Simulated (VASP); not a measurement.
Here is a VASP 6.6.1 calculation.

The input INCAR:

```
SYSTEM = BeTe
  ALGO = Normal
  EDIFF = 1E-6
  ENCUT = 600
  GGA = PE
  GGA_COMPAT = .False.
  ISIF = 2
  ISMEAR = 0
  LASPH = .True.
  LCHARG = .False.
  LREAL = .False.
  LWAVE = .False.
  NBANDS = 11
  NELM = 120
  PREC = Accurate
  SIGMA = 0.02
```

KPOINTS

```
k-points
0
Gamma
  8 8 8
  0 0 0
```

POSCAR

```
BeTe
1.0
    0.0000000000      2.8599145781      2.8599145781
    2.8599145781      0.0000000000      2.8599145781
    2.8599145781      2.8599145781      0.0000000000
Be Te
1 1
Direct
    0.0000000000      0.0000000000      0.0000000000
    0.2500000000      0.2500000000      0.2500000000
```

Potentials or basis: VASP PAW PBE potentials, release 64 (Be, Te).

Command:

```bash
$ cat potpaw_PBE.64/Be/POTCAR potpaw_PBE.64/Te/POTCAR > POTCAR
$ mpirun -np 1 vasp_std > vasp.out
```

Problem. Predict the pressure.

Solution. -1.5 GPa.

Problem. Predict the band gap on the k mesh.

Solution. 2.08 eV, indirect (least direct gap 3.49 eV).

Caveat: spin-orbit coupling is left out, which moves the levels of the heavy elements. A k mesh can miss the band edges.
